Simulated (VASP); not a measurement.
# Ca8F15 (a cell with a defect) in VASP: relaxation of the atoms with LDA

Aim: the relaxation of the atoms of Ca8F15 (a cell with a defect) with LDA.

Everything below comes from runs of VASP 6.6.1. Logs are shortened: lines on timing, memory, paths and dates and some standing lists are left out, and cuts for length are marked.

## 1. The cell of the first run

The cell holds a defect, 23 atoms: a = 7.469 Å, b = 7.469 Å, c = 7.469 Å, α = 60.00°, β = 60.00°, γ = 60.00°.

## 2. Relaxation of the atoms, LDA

INCAR reads:

```
SYSTEM = Ca8F15
ALGO = Normal
EDIFF = 1E-7
EDIFFG = -0.03
ENCUT = 520
GGA_COMPAT = .FALSE.
IBRION = 2
ISIF = 2
ISMEAR = 0
KPAR = 2
LASPH = .TRUE.
LCHARG = .FALSE.
LREAL = .FALSE.
LWAVE = .FALSE.
NCORE = 2
NELECT = 186.0
NELM = 120
NELMIN = 4
NSW = 80
PREC = Accurate
SIGMA = 0.02
```

KPOINTS reads:

```
k-points
0
G
  2 2 2
  0 0 0
```

POSCAR reads:

```
Ca8F15
1.0
    0.0000000000      5.2812000000      5.2812000000
    5.2812000000      0.0000000000      5.2812000000
    5.2812000000      5.2812000000      0.0000000000
Ca F
8 15
Direct
    0.0081956000     -0.0002941000     -0.0026804000
    0.0013386000      0.0004281000      0.4968912000
    0.0041358000      0.4992906000     -0.0006862000
    0.0068003000      0.4989352000      0.4946662000
    0.4932445000      0.0035139000     -0.0020436000
    0.4927358000      0.0005449000      0.4981232000
    0.4996982000      0.5009880000      0.0033543000
    0.4931066000      0.4974816000      0.5043934000
    0.1278513000      0.1202977000      0.1254273000
    0.3734675000      0.3766963000      0.3707323000
    0.1326494000      0.1236195000      0.6290157000
    0.3752997000      0.3761173000      0.8746170000
    0.1174760000      0.6231463000      0.1279660000
    0.3723157000      0.8757354000      0.3748592000
    0.1245992000      0.6318829000      0.6243833000
    0.3797170000      0.8765554000      0.8745035000
    0.6256053000      0.1219467000      0.1220190000
    0.8768561000      0.3664204000      0.3670666000
    0.6314858000      0.1165809000      0.6215013000
    0.8764617000      0.3752507000      0.8777388000
    0.6215358000      0.6230552000      0.1398654000
    0.8679572000      0.8777122000      0.3799680000
    0.6356356000      0.6268054000      0.6259548000
```

Potentials or basis: VASP PAW LDA potentials, release 64 (Ca_sv, F).

Launch:

```
$ cat potpaw_LDA.64/Ca_sv/POTCAR potpaw_LDA.64/F/POTCAR > POTCAR
$ mpirun -np 4 vasp_std > vasp.out
```

OUTCAR:

```text
SYSTEM = Ca8F15
   EDIFF = 1E-7
   EDIFFG = -0.03
   ENCUT = 520
   IBRION = 2
   ISIF = 2
   ISMEAR = 0
   LASPH = .TRUE.
   LREAL = .FALSE.
   NELECT = 186.0
   NELM = 120
   NELMIN = 4
   NSW = 80
   PREC = Accurate

 ion  position               nearest neighbor table
   1  0.008  1.000  0.997-  11 2.25   9 2.25  16 2.27  20 2.29  13 2.30  17 2.33  22 2.33
   2  0.001  0.000  0.497-  18 2.23  15 2.25  19 2.26  14 2.26   9 2.27  22 2.28  11 2.36
   3  0.004  0.499  0.999-  13 2.23  18 2.24  12 2.26  20 2.28  15 2.29   9 2.31  21 2.33
   4  0.007  0.499  0.495-  10 2.24  13 2.24  23 2.26  11 2.29  22 2.31  15 2.32  20 2.34  18 2.38

   5  0.493  0.004  0.998-  16 2.22   9 2.23  12 2.27  17 2.29  19 2.30  14 2.30  21 2.32
   6  0.493  0.001  0.498-  11 2.20  14 2.25  23 2.28  22 2.29  17 2.29  10 2.29  16 2.30  19 2.31
[... 6 lines left out ...]
  10  0.373  0.377  0.371-   4 2.24   7 2.24   8 2.28   6 2.29
  11  0.133  0.124  0.629-   6 2.20   1 2.25   4 2.29   2 2.36
  12  0.375  0.376  0.875-   8 2.26   3 2.26   5 2.27   7 2.31
  13  0.117  0.623  0.128-   3 2.23   4 2.24   1 2.30   7 2.33
  14  0.372  0.876  0.375-   6 2.25   2 2.26   5 2.30   8 2.31
  15  0.125  0.632  0.624-   2 2.25   8 2.25   3 2.29   4 2.32
  16  0.380  0.877  0.875-   5 2.22   1 2.27   7 2.29   6 2.30
  17  0.626  0.122  0.122-   5 2.29   6 2.29   7 2.31   1 2.33
  18  0.877  0.366  0.367-   2 2.23   3 2.24   8 2.34   4 2.38
  19  0.631  0.117  0.622-   2 2.26   5 2.30   6 2.31   8 2.32
  20  0.876  0.375  0.878-   3 2.28   1 2.29   7 2.30   4 2.34
  21  0.622  0.623  0.140-   8 2.22   7 2.32   5 2.32   3 2.33
  22  0.868  0.878  0.380-   2 2.28   6 2.29   4 2.31   1 2.33
  23  0.636  0.627  0.626-   4 2.26   6 2.28   7 2.30   8 2.40

  LATTYP: Found a face centered cubic cell.
 ALAT       =    10.5624000000

  Lattice vectors:

 A1 = (   0.0000000000,   5.2812000000,   5.2812000000)
 A2 = (   5.2812000000,   0.0000000000,   5.2812000000)
 A3 = (   5.2812000000,   5.2812000000,   0.0000000000)

Analysis of symmetry for initial positions (statically):
=====================================================================
 Subroutine PRICEL returns:
 Original cell was already a primitive cell.

 Routine SETGRP: Setting up the symmetry group for a
 face centered cubic supercell.

 Subroutine GETGRP returns: Found  1 space group operations
 (whereof  1 operations were pure point group operations)
 out of a pool of 48 trial point group operations.

The static configuration has the point symmetry C_1 .

Analysis of symmetry for dynamics (positions and initial velocities):
=====================================================================
 Subroutine PRICEL returns:
 Original cell was already a primitive cell.

 Routine SETGRP: Setting up the symmetry group for a
 face centered cubic supercell.
[... 157 lines left out ...]
   AEXX    =    0.0000 exact exchange contribution
   IVDW    =     0    specifies the selected vdW correction
   LEPSILON=     F    determine dielectric tensor
   LRPA    =     F    only Hartree local field effects (RPA)
 conjugate gradient relaxation of ions
 non-spin polarized calculation
 Gauss-broadening in eV      SIGMA  =   0.02
  energy-cutoff  :      520.00
  volume of cell :      294.60
 maximum number of plane-waves:      7954
 NGX is ok and might be reduce to    56
   NGX = 27   NGY = 27   NGZ = 27

--------------------------------------- Ionic step        1  -------------------------------------------

 number of electron     186.0000010 magnetization

 Free energy of the ion-electron system (eV)
  ---------------------------------------------------
  ext. energy  EPLUGINS =         0.00000000
  ---------------------------------------------------
  free energy    TOTEN  =      -136.46136087 eV

  energy without entropy =     -136.46136087  energy(sigma->0) =     -136.46136087

------------------------ aborting loop because EDIFF is reached ----------------------------------------

  FORCE on cell =-STRESS in cart. coord.  units (eV):
  Direction    XX          YY          ZZ          XY          YZ          ZX
  --------------------------------------------------------------------------------------
  -------------------------------------------------------------------------------------
  Total       16.6549896     16.5436873     16.9170083      0.1050218     -0.0369103     -0.9642279
  in kB       90.5789141     89.9735912     92.0039142      0.5711657     -0.2007384     -5.2439970
  external PRESSURE =      90.8521398 kB  Pullay stress =       0.0000000 kB
[... 152 lines left out ...]
  FREE ENERGIE OF THE ION-ELECTRON SYSTEM (eV)
  ---------------------------------------------------
  free  energy   TOTEN  =      -136.9488700977 eV

  energy  without entropy=     -136.9488700977  energy(sigma->0) =     -136.94887010

[... ionic steps 4 to 7 ...]

--------------------------------------- Ionic step        8  -------------------------------------------

 number of electron     186.0000086 magnetization

------------------------ aborting loop because EDIFF is reached ----------------------------------------
[... 109 lines left out ...]
--------------------------------------- Ionic step       10  -------------------------------------------

 number of electron     186.0000105 magnetization

 Free energy of the ion-electron system (eV)
  ---------------------------------------------------
  ext. energy  EPLUGINS =         0.00000000
  ---------------------------------------------------
  free energy    TOTEN  =      -137.01377305 eV

  energy without entropy =     -137.01377305  energy(sigma->0) =     -137.01377305

 E-fermi :   5.9353     XC(G=0): -10.8201

 val. band max:        5.7398728275   @ k =   0.5000   0.5000   0.0000
 cond. band min:       6.8715934409   @ k =   0.0000   0.0000   0.0000
 fundamental gap:      1.1317206134
 Fermi energy:         5.9353440335

 k-point     1 :       0.0000    0.0000    0.0000
  band No.  band energies     occupation
      1     -36.0874      2.00000
      2     -36.0402      2.00000
      3     -36.0396      2.00000
      4     -36.0385      2.00000
      5     -35.7366      2.00000
      6     -35.7050      2.00000
[... 853 lines left out ...]
    104       8.6101      0.00000
    105       8.6516      0.00000
 [bands above 105 left out]

------------------------ aborting loop because EDIFF is reached ----------------------------------------

  FORCE on cell =-STRESS in cart. coord.  units (eV):
  Direction    XX          YY          ZZ          XY          YZ          ZX
  --------------------------------------------------------------------------------------
  -------------------------------------------------------------------------------------
  Total       15.2957639     15.2994047     15.2921663     -0.0061670      0.0013854     -0.0159587
  in kB       83.1867035     83.2065043     83.1671377     -0.0335394      0.0075344     -0.0867921
  external PRESSURE =      83.1867818 kB  Pullay stress =       0.0000000 kB
[... 38 lines left out ...]
  FREE ENERGIE OF THE ION-ELECTRON SYSTEM (eV)
  ---------------------------------------------------
  free  energy   TOTEN  =      -137.0137730517 eV

  energy  without entropy=     -137.0137730517  energy(sigma->0) =     -137.01377305

 reached required accuracy - stopping structural energy minimisation
```

OSZICAR:

```text
N       E                     dE             d eps       ncg     rms          rms(c)
DAV:   1     0.231978377094E+04    0.23198E+04   -0.10089E+05  1776   0.173E+03
DAV:   2     0.698828001373E+02   -0.22499E+04   -0.22027E+04  2128   0.519E+02
DAV:   3    -0.134609993451E+03   -0.20449E+03   -0.20360E+03  2040   0.168E+02
[... 115 lines left out ...]
DAV:   3    -0.137013800007E+03    0.16218E-04   -0.39130E-04  2784   0.609E-02    0.403E-02
DAV:   4    -0.137013773635E+03    0.26372E-04   -0.11608E-04  2240   0.493E-02    0.123E-02
DAV:   5    -0.137013773682E+03   -0.47476E-07   -0.22355E-05  2080   0.195E-02    0.885E-03
DAV:   6    -0.137013773078E+03    0.60420E-06   -0.11447E-05  2176   0.157E-02    0.317E-03
DAV:   7    -0.137013773133E+03   -0.54824E-07   -0.14826E-06  2104   0.468E-03    0.264E-03
DAV:   8    -0.137013773052E+03    0.80930E-07   -0.48843E-07  1680   0.299E-03
  10 F= -.13701377E+03 E0= -.13701377E+03  d E =-.541138E-03
```

Run time: 12 min. Hardware: 4 MPI ranks of Intel Xeon Platinum 8259CL at 2.50GHz (Skylake/Cascade Lake), shared host; peak memory 0.29 GiB.

What came out:

- Free energy: -137.0138 eV
- Energy gained by relaxing: 24.0 meV/atom
- Ionic steps: 10
- Largest force after relaxing: 0.017 eV/Å

Forces on the atoms (eV/Å):
```
Ca   0.009  0.013 -0.005
Ca   0.002  0.003  0.009
Ca  -0.007 -0.006 -0.007
Ca   0.001 -0.002 -0.002
Ca   0.000 -0.001 -0.005
Ca   0.003  0.003  0.000
Ca   0.000  0.001  0.004
Ca  -0.001  0.008  0.008
F    0.006 -0.007 -0.012
F    0.004  0.001  0.000
F   -0.001 -0.002  0.004
F   -0.006  0.001  0.013
F   -0.002 -0.001  0.001
F   -0.009  0.007  0.002
F    0.005 -0.002  0.001
F    0.006  0.007  0.002
F    0.006 -0.004  0.005
F    0.009 -0.012  0.004
F   -0.009 -0.002  0.003
F   -0.011 -0.004 -0.001
F   -0.009 -0.006 -0.012
F   -0.002  0.004 -0.013
F    0.005  0.000  0.001
```

The path:
```tsv
step	energy change (eV)	largest force (eV/Å)	pressure (GPa)
1	0.0000	1.3721	9.09
2	-0.3989	0.5308	8.52
3	-0.4875	0.3885	8.28
4	-0.5324	0.1643	8.27
5	-0.5414	0.1367	8.30
6	-0.5483	0.0647	8.33
7	-0.5495	0.0616	8.35
8	-0.5512	0.0385	8.34
9	-0.5519	0.0327	8.33
10	-0.5524	0.0166	8.32
```

Final structure:
```cif
data_structure
_symmetry_space_group_name_H-M 'P 1'
_symmetry_Int_Tables_number 1
_cell_length_a 7.4687
_cell_length_b 7.4687
_cell_length_c 7.4687
_cell_angle_alpha 60.000
_cell_angle_beta 60.000
_cell_angle_gamma 60.000
_cell_volume 294.60
loop_
_atom_site_label
_atom_site_type_symbol
_atom_site_fract_x
_atom_site_fract_y
_atom_site_fract_z
_atom_site_occupancy
Ca1 Ca 0.99776 0.99671 0.99655 1
Ca2 Ca 0.99739 0.99629 0.50913 1
Ca3 Ca 0.99765 0.50855 0.99738 1
Ca4 Ca 0.99954 0.49980 0.50049 1
Ca5 Ca 0.50958 0.99650 0.99708 1
Ca6 Ca 0.50098 0.99838 0.50025 1
Ca7 Ca 0.50093 0.49981 0.99916 1
Ca8 Ca 0.50066 0.49976 0.50060 1
F1 F 0.12628 0.12437 0.12456 1
F2 F 0.37584 0.37433 0.37476 1
F3 F 0.13164 0.13076 0.61908 1
F4 F 0.37577 0.37517 0.87496 1
F5 F 0.13152 0.61850 0.13151 1
F6 F 0.37553 0.87416 0.37596 1
F7 F 0.13178 0.61793 0.61900 1
F8 F 0.37627 0.87364 0.87425 1
F9 F 0.61968 0.13024 0.13105 1
F10 F 0.87530 0.37432 0.37583 1
F11 F 0.61891 0.13070 0.61940 1
F12 F 0.87475 0.37533 0.87501 1
F13 F 0.61943 0.61879 0.13151 1
F14 F 0.87516 0.87442 0.37529 1
F15 F 0.62582 0.62425 0.62481 1
```

Levels at points of the mesh, in eV from the Fermi level:
```csv
k point,band 91,band 92,band 93,band 94,band 95,band 96
"(0.00, 0.00, 0.00)",-7.03,-7.03,-0.74,0.94,0.94,0.94
"(0.50, 0.00, 0.00)",-7.29,-7.29,-0.27,1.16,1.19,1.20
"(0.00, 0.50, 0.00)",-7.29,-7.29,-0.27,1.16,1.19,1.20
"(0.00, 0.00, 0.50)",-7.29,-7.29,-0.27,1.16,1.19,1.19
"(0.50, 0.50, 0.50)",-7.29,-7.29,-0.27,1.16,1.19,1.19
"(0.50, 0.50, 0.00)",-7.10,-7.10,-0.20,1.15,1.15,1.27
"(0.00, 0.50, 0.50)",-7.10,-7.10,-0.20,1.15,1.15,1.27
"(0.50, 0.00, 0.50)",-7.10,-7.10,-0.20,1.15,1.15,1.27
```

Caveat: the k points lie up to 0.52 Å⁻¹ apart; the cell carries a net charge on a neutralising background, which shifts energy and pressure; the cell is charged against a uniform background, so pressure and absolute levels hang on convention.
